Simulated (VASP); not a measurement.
# HgTe (I-4m2) in VASP: further runs

HgTe is run at these levels: LDA; tasks: single point.

Program: VASP 6.6.1. These are calculated values, not measurements. Logs are shortened: lines on timing, memory, paths and dates and some standing lists are left out, and cuts for length are marked.

## Step 1: The cell of the first run

Symmetry: I-4m2, No. 119, tetragonal system. Conventional cell: a = 4.695 Å, b = 4.695 Å, c = 6.447 Å, α = 90.00°, β = 90.00°, γ = 90.00°. Within 3.8 Å of Hg (site symmetry -4m2) lie 4 Te at 2.85 Å. Within 3.8 Å of Te (site symmetry -4m2) lie 4 Hg at 2.85 Å.

## Step 2: Single point, LDA (equal xx and yy strain of +3 %)

File INCAR:

```
PREC = Accurate ; ENCUT = 520
EDIFF = 1E-7 ; ISMEAR = -1
SIGMA = 0.03 ; LREAL = F
LASPH = T ; NELM = 80
ALGO = Normal ; ISIF = 2
LWAVE = F ; LCHARG = F
GGA = CA ; NBANDS = 16
```

File KPOINTS:

```
regular mesh
0
Gamma
  11 11 11
```

File POSCAR:

```
HgTe
1.0
    0.0000000000      3.3202050000      3.2235000000
    3.3202050000      0.0000000000      3.2235000000
    3.3202050000      3.3202050000      0.0000000000
Hg Te
1 1
Direct
    0.0000000000      0.0000000000      0.0000000000
    0.7500000000      0.7500000000      0.7500000000
```

Potentials or basis: VASP PAW LDA potentials, release 64 (Hg, Te).

On the command line:

```
$ cat potpaw_LDA.64/Hg/POTCAR potpaw_LDA.64/Te/POTCAR > POTCAR
$ mpirun -np 1 vasp_std > vasp.out
```

OUTCAR:

```text
PREC = Accurate
   ENCUT = 520
   EDIFF = 1E-7
   ISMEAR = -1
   LREAL = F
   LASPH = T
   NELM = 80
   ISIF = 2
   GGA = CA

 ion  position               nearest neighbor table
   1  0.000  0.000  0.000-   2 2.85   2 2.85   2 2.85   2 2.85
   2  0.750  0.750  0.750-   1 2.85   1 2.85   1 2.85   1 2.85

  LATTYP: Found a body centered tetragonal cell.
 ALAT       =     4.6954789409
 C/A-ratio  =     1.3730228761

  Lattice vectors:

 A1 = (   0.0000000000,  -3.3202050000,  -3.2235000000)
 A2 = (   0.0000000000,   3.3202050000,  -3.2235000000)
 A3 = (   3.3202050000,   0.0000000000,   3.2235000000)

Analysis of symmetry for initial positions (statically):
=====================================================================
 Subroutine PRICEL returns:
 Original cell was already a primitive cell.

 Routine SETGRP: Setting up the symmetry group for a
 body centered tetragonal supercell.

 Subroutine GETGRP returns: Found  8 space group operations
 (whereof  8 operations were pure point group operations)
 out of a pool of 16 trial point group operations.

The static configuration has the point symmetry D_2d.

Analysis of symmetry for dynamics (positions and initial velocities):
=====================================================================
 Subroutine PRICEL returns:
 Original cell was already a primitive cell.

 Routine SETGRP: Setting up the symmetry group for a
 body centered tetragonal supercell.

 Subroutine GETGRP returns: Found  8 space group operations
 (whereof  8 operations were pure point group operations)
 out of a pool of 16 trial point group operations.

The dynamic configuration has the point symmetry D_2d.

 Subroutine INISYM returns: Found  8 space group operations
 (whereof  8 operations are pure point group operations),
 and found     1 'primitive' translations

----------------------------------------------------------------------------------------

                                     Primitive cell

  volume of cell :      71.0702

  direct lattice vectors                    reciprocal lattice vectors
     0.000000000  3.320205000  3.223500000    -0.150593111  0.150593111  0.155110904
     3.320205000  0.000000000  3.223500000     0.150593111 -0.150593111  0.155110904
     3.320205000  3.320205000  0.000000000     0.150593111  0.150593111 -0.155110904

  length of vectors
     4.627603429  4.627603429  4.695478941     0.263469093  0.263469093  0.263469093

  position of ions in fractional coordinates (direct lattice)
     0.000000000  0.000000000  0.000000000
     0.750000000  0.750000000  0.750000000

  ion indices of the primitive-cell ions
   primitive index   ion index
                 1           1
                 2           2

----------------------------------------------------------------------------------------

 KPOINTS: regular mesh

Automatic generation of k-mesh.
 Grid dimensions read from file:
 generate k-points for:   11   11   11

 Generating k-lattice:

  Cartesian coordinates                     Fractional coordinates (reciprocal lattice)
    -0.013690283  0.013690283  0.014100991     0.090909091  0.000000000  0.000000000
     0.013690283 -0.013690283  0.014100991     0.000000000  0.090909091  0.000000000
     0.013690283  0.013690283 -0.014100991    -0.000000000 -0.000000000  0.090909091

  Length of vectors
     0.023951736  0.023951736  0.023951736

  Shift w.r.t. Gamma in fractional coordinates (k-lattice)
     0.000000000  0.000000000  0.000000000

 Subroutine IBZKPT returns following result:
 ===========================================

 Found    126 irreducible k-points:

 Following reciprocal coordinates:
            Coordinates               Weight
  0.000000  0.000000  0.000000      1.000000
  0.090909  0.000000  0.000000      8.000000
  0.181818 -0.000000  0.000000      8.000000
  0.272727 -0.000000  0.000000      8.000000
  0.363636  0.000000  0.000000      8.000000
  0.454545 -0.000000  0.000000      8.000000
[... 16 lines left out ...]
 -0.272727  0.181818  0.000000      8.000000
 -0.181818  0.181818  0.000000      4.000000
 [... further k-points ...]
   k-points           NKPTS =    126   k-points in BZ     NKDIM =    126   number of bands    NBANDS=     16
   number of dos      NEDOS =    301   number of ions     NIONS =      2
   total plane-waves  NPLWV =  46656
   dimension x,y,z NGX =    36 NGY =   36 NGZ =   36
   dimension x,y,z NGXF=    72 NGYF=   72 NGZF=   72
   ions per type =               1   1
   NGX,Y,Z   is equivalent  to a cutoff of  12.93, 12.93, 12.75 a.u.
   NGXF,Y,Z  is equivalent  to a cutoff of  25.87, 25.87, 25.49 a.u.
 SYSTEM =  unknown system
   PREC   = accura    normal or accurate (medium, high low for compatibility)
   ISTART =      0    job   : 0-new  1-cont  2-samecut
   ICHARG =      2    charge: 1-file 2-atom 10-const
   ISPIN  =      1    spin polarized calculation?
   LNONCOLLINEAR =      F non collinear calculations
   LSORBIT =      F    spin-orbit coupling
   LASPH  =      T    aspherical Exc in radial PAW
   ENCUT  =  520.0 eV  38.22 Ry    6.18 a.u.   8.60  8.60  8.73*2*pi/ulx,y,z
   NELM   =     80;   NELMIN=  2; NELMDL= -5     # of ELM steps
   EDIFF  = 0.1E-06   stopping-criterion for ELM
   LREAL  =      F    real-space projection
   EDIFFG = 0.1E-05   stopping-criterion for IOM
   NSW    =      0    number of steps for IOM
   IBRION =     -1    ionic relax: 0-MD 1-quasi-New 2-CG
   NFREE  =      0    steps in history (QN), initial steepest desc. (CG)
   ISIF   =      2    stress and relaxation
   ISYM   =      2    0-nonsym 1-usesym 2-fastsym
   POTIM  = 0.5000    time-step for ionic-motion
   TEBEG  =    0.0;   TEEND  =   0.0 temperature during run
   PSTRESS=    0.0 pullay stress
   NELECT =      18.0000    total number of electrons
   NUPDOWN=      -1.0000    fix difference up-down
   EMIN   =  10.00;   EMAX   =-10.00  energy-range for DOS
   EFERMI =   0.00;   METHOD = LEGACY
   ISMEAR =    -1;   SIGMA  =   0.03  broadening in eV -4-tet -1-fermi 0-gaus
   EFERMI_NEDOS =   21; number of points for ismear=-14 and -15
   IALGO  =     38    algorithm
   IMIX   =      4    mixing-type and parameters
     AMIX     =   0.40;   BMIX     =  1.00
     AMIX_MAG =   1.60;   BMIX_MAG =  1.00
  volume/ion in A,a.u.               =      35.54       239.80
  Fermi-wavevector in a.u.,A,eV,Ry     =   1.035786  1.957351 14.597033  1.072852
  Thomas-Fermi vector in A             =   2.170145
   LORBIT       =      0    0 simple, 1 ext, 2 COOP (PROOUT), +10 PAW based schemes
   GGA     = CA    functional components
   LHFCALC =     F    Hartree Fock is set to
   AEXX    =    0.0000 exact exchange contribution
   IVDW    =     0    specifies the selected vdW correction
   LEPSILON=     F    determine dielectric tensor
   LRPA    =     F    only Hartree local field effects (RPA)
 non-spin polarized calculation
  energy-cutoff  :      520.00
  volume of cell :       71.07
 maximum number of plane-waves:      1944
   NGX = 17   NGY = 17   NGZ = 17

 number of electron      18.0000002 magnetization

 Free energy of the ion-electron system (eV)
  ---------------------------------------------------
  ext. energy  EPLUGINS =         0.00000000
  ---------------------------------------------------
  free energy    TOTEN  =        -5.00474886 eV

  energy without entropy =       -5.00462708  energy(sigma->0) =       -5.00468797

 E-fermi :   2.4164     XC(G=0):  -8.8782

 val. band max:        2.3338685410   @ k =   0.0000   0.0000   0.0000
 cond. band min:       2.4253652986   @ k =   0.0000   0.0000   0.0000
 fundamental gap:      0.0914967576
 Fermi energy:         2.4163932520

 k-point     1 :       0.0000    0.0000    0.0000
  band No.  band energies     occupation
      1      -9.3193      2.00000
      2      -4.7191      2.00000
      3      -4.7191      2.00000
      4      -4.7137      2.00000
      5      -4.2548      2.00000
      6      -4.2361      2.00000
[... 8 lines left out ...]
     15      11.6205      0.00000
     16      11.9518      0.00000

 k-point     2 :       0.0909    0.0000    0.0000
  band No.  band energies     occupation
      1      -9.2818      2.00000
      2      -4.7088      2.00000
      3      -4.7081      2.00000
      4      -4.7000      2.00000
      5      -4.2554      2.00000
      6      -4.2377      2.00000
[... 8 lines left out ...]
     15      11.0689      0.00000
     16      11.2838      0.00000

 k-point     3 :       0.1818   -0.0000    0.0000
  band No.  band energies     occupation
      1      -9.1786      2.00000
      2      -4.6824      2.00000
      3      -4.6789      2.00000
      4      -4.6484      2.00000
      5      -4.2551      2.00000
      6      -4.2405      2.00000
[... 8 lines left out ...]
     15      10.7062      0.00000
     16      10.8977      0.00000

 k-point     4 :       0.2727   -0.0000    0.0000
  band No.  band energies     occupation
      1      -9.0375      2.00000
      2      -4.6514      2.00000
      3      -4.6446      2.00000
      4      -4.5278      2.00000
      5      -4.2497      2.00000
      6      -4.2400      2.00000
[... 8 lines left out ...]
     15      10.8003      0.00000
     16      10.8870      0.00000

 k-point     5 :       0.3636    0.0000    0.0000
  band No.  band energies     occupation
      1      -8.9013      2.00000
      2      -4.6273      2.00000
      3      -4.6170      2.00000
      4      -4.3124      2.00000
      5      -4.2384      2.00000
      6      -4.2322      2.00000
[... 8 lines left out ...]
     15      11.3262      0.00000
     16      11.3642      0.00000

 k-point     6 :       0.4545   -0.0000    0.0000
  band No.  band energies     occupation
      1      -8.8174      2.00000
      2      -4.6155      2.00000
      3      -4.6028      2.00000
      4      -4.2309      2.00000
      5      -4.2283      2.00000
      6      -4.0373      2.00000
[... 8 lines left out ...]
     15      12.0046      0.00000
     16      12.1477      0.00000

 k-point     7 :       0.0909    0.0909    0.0000
  band No.  band energies     occupation
      1      -9.2681      2.00000
      2      -4.7079      2.00000
      3      -4.6991      2.00000
      4      -4.6991      2.00000
      5      -4.2498      2.00000
      6      -4.2432      2.00000
[... 8 lines left out ...]
     15      10.7700      0.00000
     16      11.6691      0.00000

 k-point     8 :       0.1818    0.0909    0.0000
  band No.  band energies     occupation
      1      -9.1857      2.00000
      2      -4.6912      2.00000
      3      -4.6722      2.00000
      4      -4.6606      2.00000
      5      -4.2494      2.00000
      6      -4.2452      2.00000
[... 8 lines left out ...]
     15      10.4353      0.00000
     16      11.3662      0.00000

 k-point     9 :       0.2727    0.0909    0.0000
  band No.  band energies     occupation
      1      -9.0563      2.00000
      2      -4.6586      2.00000
      3      -4.6393      2.00000
      4      -4.5694      2.00000
      5      -4.2494      2.00000
      6      -4.2387      2.00000
[... 8 lines left out ...]
     15      10.7381      0.00000
     16      11.3214      0.00000
[... 172 lines left out ...]
 k-point    19 :       0.3636    0.1818    0.0000
  band No.  band energies     occupation
      1      -8.8909      2.00000
      2      -4.6163      2.00000
      3      -4.5742      2.00000
      4      -4.4673      2.00000
      5      -4.2210      2.00000
      6      -4.2177      2.00000
[... 8 lines left out ...]
     15      11.7993      0.00000
     16      12.1201      0.00000

 k-point    20 :       0.4545    0.1818    0.0000
  band No.  band energies     occupation
      1      -8.7856      2.00000
      2      -4.5909      2.00000
      3      -4.5581      2.00000
      4      -4.3471      2.00000
      5      -4.2190      2.00000
      6      -4.0825      2.00000
[... 8 lines left out ...]
     15      11.9432      0.00000
     16      12.5722      0.00000

 k-point    21 :      -0.4545    0.1818    0.0000
  band No.  band energies     occupation
      1      -8.7397      2.00000
      2      -4.5785      2.00000
      3      -4.5582      2.00000
      4      -4.2837      2.00000
      5      -4.2287      2.00000
      6      -3.9236      2.00000
[... 8 lines left out ...]
     15      11.9296      0.00000
     16      11.9897      0.00000

 k-point    22 :      -0.3636    0.1818    0.0000
  band No.  band energies     occupation
      1      -8.7702      2.00000
      2      -4.5770      2.00000
      3      -4.5735      2.00000
      4      -4.2590      2.00000
      5      -4.2477      2.00000
      6      -4.0547      2.00000
[... 8 lines left out ...]
     15      11.0158      0.00000
     16      12.0919      0.00000

 k-point    23 :      -0.2727    0.1818    0.0000
  band No.  band energies     occupation
      1      -8.8657      2.00000
      2      -4.6026      2.00000
      3      -4.5866      2.00000
      4      -4.3465      2.00000
      5      -4.2644      2.00000
      6      -4.2098      2.00000
[... 8 lines left out ...]
     15      11.3851      0.00000
     16      12.4933      0.00000

 k-point    24 :      -0.1818    0.1818    0.0000
  band No.  band energies     occupation
      1      -8.9920      2.00000
      2      -4.6390      2.00000
      3      -4.6099      2.00000
      4      -4.5139      2.00000
      5      -4.2699      2.00000
      6      -4.2252      2.00000
[... 8 lines left out ...]
     15      11.2426      0.00000
     16      11.6483      0.00000

 [... further k-points ...]

------------------------ aborting loop because EDIFF is reached ----------------------------------------

  FORCE on cell =-STRESS in cart. coord.  units (eV):
  Direction    XX          YY          ZZ          XY          YZ          ZX
  --------------------------------------------------------------------------------------
  -------------------------------------------------------------------------------------
  Total       -1.1515369     -1.1515369     -0.9195219      0.0000000      0.0000000      0.0000000
  in kB      -25.9597785    -25.9597785    -20.7293273      0.0000000      0.0000000      0.0000000
  external PRESSURE =     -24.2162948 kB  Pullay stress =       0.0000000 kB

 VOLUME and BASIS-vectors are now :
 -----------------------------------------------------------------------------
  energy-cutoff  :      520.00
  volume of cell :       71.07
      direct lattice vectors                 reciprocal lattice vectors
     0.000000000  3.320205000  3.223500000    -0.150593111  0.150593111  0.155110904
     3.320205000  0.000000000  3.223500000     0.150593111 -0.150593111  0.155110904
     3.320205000  3.320205000  0.000000000     0.150593111  0.150593111 -0.155110904

 POSITION                                       TOTAL-FORCE (eV/Angst)
 -----------------------------------------------------------------------------------
      0.00000      0.00000      0.00000        -0.000000     -0.000000      0.000000
      4.98031      4.98031      4.83525         0.000000      0.000000     -0.000000
 -----------------------------------------------------------------------------------
    total drift:                                0.000000      0.000000     -0.000000

  FREE ENERGIE OF THE ION-ELECTRON SYSTEM (eV)
  ---------------------------------------------------
  free  energy   TOTEN  =        -5.0047488562 eV

  energy  without entropy=       -5.0046270792  energy(sigma->0) =       -5.00468797
```

Run time: 54 s. Hardware: 1 thread of AMD EPYC 9R45 (Zen 5), shared host; peak memory 0.25 GiB.

Results:

```yaml
Free_energy: -5.0047 eV
Pressure: -2.4 GPa
Band_gap_on_the_k_mesh: 0.09 eV
```

Caveat: the cell differs from its parent crystal (equal xx and yy strain of +3 %); spin-orbit coupling is left out, which moves the levels of the heavy elements; an odd mesh through Γ misses points on the zone boundary, where band edges can lie.

## Step 3: Single point, LDA (zz strain of -3 %)

File INCAR:

```
PREC     = Accurate       # precision mode
ENCUT    = 520            # plane-wave cutoff, eV
EDIFF    = 1E-6           # SCF threshold, eV
ISMEAR   = -1             # smearing method
SIGMA    = 0.03           # smearing width, eV
LREAL    = F              # projectors in reciprocal space
LASPH    = T              # aspherical terms in the spheres
NELM     = 80             # most SCF steps
ALGO     = Normal         # electronic algorithm
ISIF     = 2              # what is computed and relaxed
LWAVE    = F              # write WAVECAR
LCHARG   = F              # write CHGCAR
NBANDS   = 16             # bands
```

KPOINTS is that of step 2.

File POSCAR:

```
HgTe
1.0
    0.0000000000      3.2235000000      3.1267950000
    3.2235000000      0.0000000000      3.1267950000
    3.2235000000      3.2235000000      0.0000000000
Hg Te
1 1
Direct
    0.0000000000      0.0000000000      0.0000000000
    0.7500000000      0.7500000000      0.7500000000
```

Potentials or basis: VASP PAW LDA potentials, release 64 (Hg, Te).

On the command line:

```
$ cat potpaw_LDA.64/Hg/POTCAR potpaw_LDA.64/Te/POTCAR > POTCAR
$ mpirun -np 1 vasp_std > vasp.out
```

It took 1.9 min on 1 thread of Intel Xeon 8259CL, shared host; peak memory 0.27 GiB.

Results (log left out):

| Quantity | Value |
| --- | --- |
| Free energy | -5.0269 eV |
| Pressure | 1.5 GPa |
| Band gap on the k mesh | 0.10 eV |

Stress tensor (GPa, compression positive):
```
1.38 0.00 0.00
0.00 1.38 0.00
0.00 0.00 1.83
```

Levels at points of the mesh, in eV from the valence-band top:
| k point | band 5 | band 6 | band 7 | band 8 | band 9 | band 10 | band 11 | band 12 | band 13 | band 14 |
| --- | --- | --- | --- | --- | --- | --- | --- | --- | --- | --- |
| (0.00, 0.00, 0.00) | -7.00 | -6.98 | -0.74 | 0.00 | 0.00 | 0.10 | 4.13 | 4.13 | 4.13 | 6.27 |

Caveat: the cell differs from its parent crystal (zz strain of -3 %); spin-orbit coupling is left out, which moves the levels of the heavy elements; an odd mesh through Γ misses points on the zone boundary, where band edges can lie.
